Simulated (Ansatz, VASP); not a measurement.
## Two plane-wave programs on InSe2

```
CELL_PARAMETERS angstrom
3.90315 0.00000 0.00000
0.00000 3.90315 0.00000
0.00000 0.00000 9.57735
ATOMIC_POSITIONS crystal
In 0.00000 0.50000 0.69191
In 0.50000 0.00000 0.30809
Se 0.00000 0.50000 0.36811
Se 0.50000 0.00000 0.63189
Se 0.00000 0.00000 0.00000
Se 0.50000 0.50000 0.00000
```

Alike in both runs: functional PBE; k mesh 4 × 4 × 1; occupations gaussian, width 0.1 eV; no spin polarisation.

Ansatz relaxed the structure, and its values are those at the end. VASP's run is a single point on that final structure, the one shown.

|  | VASP | Ansatz |
| --- | --- | --- |
| version | VASP 6.6.1 | Ansatz 0.2.0 |
| potentials or method | VASP PAW PBE potentials, release 64 (In_d, Se), cutoff 520 eV | scalar-relativistic, plane waves, PAW |
| valence electrons in the cell | 50 | 90 |

|  | VASP | Ansatz | Ansatz less VASP |
| --- | --- | --- | --- |
| gap on the k mesh at the Fermi level (eV) | none | none | - |
| pressure (GPa) | 0.0 | 0.0 | -0.01 |

A gap of «none» marks a metal or a gap that the smearing closes. VASP's potentials hold 50 valence electrons a cell and Ansatz's 90, so a difference there can come from the potentials and not from the codes.

The k mesh is coarse, so the values compare programs but aren't converged.
